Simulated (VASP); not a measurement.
Write the native input for VASP 6.6.1 that does the following.

```yaml
Task: single point
Functional: PBE
Potentials_or_basis: VASP PAW PBE potentials, release 64 (Cd, S)
Cutoff: 520 eV
k_mesh: 3 × 3 × 2
Occupations: gaussian, width 0.1 eV
Spin: no spin polarisation
Dipole_correction: no
Further_INCAR_settings: ALGO = Normal; EDIFF = 1e-06; NBANDS = 66
```

The structure of CdS lies in POSCAR:

```
CdS
1.0
    6.6037307818      0.0000000000      0.0000000000
   -3.3018653909      5.7189986168      0.0000000000
    0.0000000000      0.0000000000      8.0042942536
Cd S
6 6
Direct
    0.6201617973      0.0000000000      0.3333333333
    0.6201617973      0.0000000000      0.8333333333
    1.0000000000      0.6201617973      0.1666666667
    1.0000000000      0.6201617973      0.6666666667
    0.3798382027      0.3798382027      0.0000000000
    0.3798382027      0.3798382027      0.5000000000
    0.3693234568      0.0000000000      0.0833333333
    0.3693234568      0.0000000000      0.5833333333
    1.0000000000      0.3693234568      0.4166666667
    1.0000000000      0.3693234568      0.9166666667
    0.6306765432      0.6306765432      0.2500000000
    0.6306765432      0.6306765432      0.7500000000
```

These files were run (other wordings do the same):

INCAR

```
SYSTEM = CdS
  ALGO = Normal
  EDIFF = 1E-6
  ENCUT = 520
  GGA = PE
  ISIF = 2
  ISMEAR = 0
  LASPH = .True.
  LCHARG = .False.
  LREAL = .False.
  LWAVE = .False.
  NBANDS = 66
  NELM = 80
  PREC = Accurate
  SIGMA = 0.1
```

KPOINTS

```
k-points
0
Gamma
  3 3 2
  0 0 0
```

Potentials or basis: VASP PAW PBE potentials, release 64 (Cd, S).

Command:

```sh
$ cat potpaw_PBE.64/Cd/POTCAR potpaw_PBE.64/S/POTCAR > POTCAR
$ mpirun -np 1 vasp_std > vasp.out
```

Results of the run:

| Item | Value |
| --- | --- |
| Pressure | 0.3 GPa |
| Largest force | 0.008 eV/Å |
| Band gap on the k mesh | 0.98 eV |

Run time: 2.3 min on 1 thread of AMD EPYC 7R13 Processor (Zen 3) (shared host), peak memory 0.39 GiB.
